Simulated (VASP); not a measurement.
# Mg: single point with BLYP

The system is Mg.

```
CELL_PARAMETERS angstrom
3.09121 0.00000 0.00000
0.00000 3.09121 0.00000
0.00000 0.00000 3.09121
ATOMIC_POSITIONS crystal
Mg 0.00000 0.00000 0.00000
```

```json
{"Program": "VASP 6.6.1", "Task": "single point", "Functional": "BLYP", "Potentials or basis": "VASP PAW PBE potentials, release 64 (Mg)", "Cutoff": "600 eV", "k mesh": "11 × 11 × 11", "Occupations": "fermi-dirac, width 0.1 eV", "Spin": "no spin polarisation"}
```

The pressure is 0.0 GPa and the band gap on the k mesh is zero (band 1 reaches 4.97 eV, above the bottom of band 2 at 0.62 eV).

Levels at points of the mesh, in eV from the Fermi level:
```tsv
k point	band 1	band 2	band 3	band 4	band 5
(0.00, 0.00, 0.00)	-5.89	7.84	7.84	8.93	8.93
```

It took 30 s on 1 thread of Intel Xeon 8259CL (shared host), peak memory 0.16 GiB.

Caveat: the PAW data sets were made with another functional, which shifts forces and pressure a little.
